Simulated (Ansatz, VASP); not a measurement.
Two plane-wave programs on NiO

```
CELL_PARAMETERS angstrom
0.00000 2.10818 2.10818
2.10818 0.00000 2.10818
2.10818 2.10818 0.00000
ATOMIC_POSITIONS crystal
Ni 0.00000 0.00000 0.00000
O 0.50000 0.50000 0.50000
```

Alike in both runs: functional PBE; k mesh 18 × 18 × 18; occupations gaussian, width 0.1 eV; collinear spin.

Ansatz relaxed the structure, and its values are those at the end. VASP's run is a single point on that final structure, the one shown.

```csv
,VASP,Ansatz
version,VASP 6.6.1,Ansatz 0.2.0
potentials or method,"VASP PAW PBE potentials, release 64 (Ni, O), cutoff 520 eV","scalar-relativistic, plane waves, PAW"
valence electrons in the cell,16,24
```

Ansatz gave:

- gap on the k mesh at the Fermi level (eV): none
- pressure (GPa): 0.0
- net moment per atom (μB): 0.90
- size of the moment on the site where the two differ most (μB): 0.29

Task: Estimate VASP's values.

Result: gap on the k mesh at the Fermi level (eV): none; pressure (GPa): -0.6; net moment per atom (μB): 0.88; size of the moment on the site where the two differ most (μB): 0.27.

Site moments also hang on the region over which each program counts them. A gap of «none» marks a metal or a gap that the smearing closes. With one functional, cell and mesh, what is left measures potentials, basis and numerics. VASP's potentials hold 16 valence electrons a cell and Ansatz's 24, so a difference there can come from the potentials and not from the codes.
